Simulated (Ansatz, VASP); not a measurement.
CuRh2 in VASP and in Ansatz

```
CELL_PARAMETERS angstrom
3.71195 0.00000 0.00000
0.00000 3.71195 0.00000
0.00000 0.00000 6.29194
ATOMIC_POSITIONS crystal
Cu 0.00000 0.50000 0.69202
Cu 0.50000 0.00000 0.30798
Rh 0.00000 0.00000 0.00000
Rh 0.50000 0.50000 0.00000
Rh 0.00000 0.50000 0.30000
Rh 0.50000 0.00000 0.70000
```

Alike in both runs: functional PBE; k mesh 10 × 10 × 6; occupations gaussian, width 0.1 eV; no spin polarisation.

Ansatz relaxed the structure, and its values are those at the end. VASP's run is a single point on that final structure, the one shown.

|  | VASP | Ansatz |
| --- | --- | --- |
| version | VASP 6.6.1 | Ansatz 0.2.0 |
| potentials or method | VASP PAW PBE potentials, release 64 (Cu, Rh_pv), cutoff 520 eV | scalar-relativistic, plane waves, PAW |
| valence electrons in the cell | 82 | 106 |

Ansatz gave:

- gap on the k mesh at the Fermi level (eV): none
- pressure (GPa): 0.0
- rms of the force components (eV/Å): 0.000

Q: What did VASP give for the same quantities?

A: gap on the k mesh at the Fermi level (eV): none; pressure (GPa): 0.2; rms of the force components (eV/Å): 0.006.

A gap of «none» marks a metal or a gap that the smearing closes. The functional is the same, so the differences come from potentials, cutoffs and numerics. VASP's potentials hold 82 valence electrons a cell and Ansatz's 106, so a difference there can come from the potentials and not from the codes.
